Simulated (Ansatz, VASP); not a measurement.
# One calculation of AlN, two programs

```
CELL_PARAMETERS angstrom
3.17405 0.00000 0.00000
-1.58703 2.74881 0.00000
0.00000 0.00000 5.07869
ATOMIC_POSITIONS crystal
Al 0.66667 0.33333 0.50000
Al 0.33333 0.66667 0.00000
N 0.66667 0.33333 0.88000
N 0.33333 0.66667 0.38000
```

Alike in both runs: task single point; functional PBE exchange alone; k mesh 10 × 10 × 6; occupations fermi-dirac, width 0.05 eV; no spin polarisation.

|  | VASP | Ansatz |
| --- | --- | --- |
| version | VASP 6.6.1 | Ansatz 0.2.0 |
| potentials or method | VASP PAW PBE potentials, release 64 (Al, N) | Ansatz PAW |
| plane-wave cutoff (eV) | 520 | 420 |
| valence electrons in the cell | 16 | 16 |

Ansatz gave:

| Item | Value |
| --- | --- |
| gap on the k mesh at the Fermi level (eV) | 4.02 |
| least direct gap on the mesh (eV) | 4.02 |
| pressure (GPa) | 5.8 |
| traceless stress, the component that is largest in VASP (GPa) | 1.62 |
| rms of the force components (eV/Å) | 0.047 |

**Question.** Which values does VASP return?

**Answer.** gap on the k mesh at the Fermi level (eV): 4.01; least direct gap on the mesh (eV): 4.01; pressure (GPa): 6.1; traceless stress, the component that is largest in VASP (GPa): 1.65; rms of the force components (eV/Å): 0.047.

VASP's potentials were made for PBE, not for PBE exchange alone. Atom by atom the forces differ by 0.000 eV/Å (rms over components).
